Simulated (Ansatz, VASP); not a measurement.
## One calculation of Mg5O, two programs

```
Mg O
1.0
     3.23778    0.00000    0.00000
    -1.61889    2.80400    0.00000
     0.00000    0.00000   13.14312
Mg O
5 1
Direct
  0.00000 0.00000 0.02432
  0.33333 0.66667 0.22810
  0.66667 0.33333 0.80693
  0.00000 0.00000 0.41807
  0.33333 0.66667 0.60621
  0.33333 0.66667 0.07636
```

Alike in both runs: functional PBE; k mesh 6 × 6 × 2; occupations gaussian, width 0.2 eV; no spin polarisation.

Ansatz relaxed the structure, and its values are those at the end. VASP's run is a single point on that final structure, the one shown.

```csv
,VASP,Ansatz
version,VASP 6.6.1,Ansatz 0.2.0
potentials or method,"VASP PAW PBE potentials, release 64 (Mg, O), cutoff 520 eV","scalar-relativistic, plane waves, PAW"
valence electrons in the cell,16,56
```

Ansatz gave:

- gap on the k mesh at the Fermi level (eV): none
- pressure (GPa): 0.4
- rms of the force components (eV/Å): 0.016

Question: Which values does VASP return?

Answer: gap on the k mesh at the Fermi level (eV): none; pressure (GPa): 0.2; rms of the force components (eV/Å): 0.019.

A gap of «none» marks a metal or a gap that the smearing closes. VASP's potentials hold 16 valence electrons a cell and Ansatz's 56, so a difference there can come from the potentials and not from the codes.

The k mesh is coarse, so the values compare programs but aren't converged.
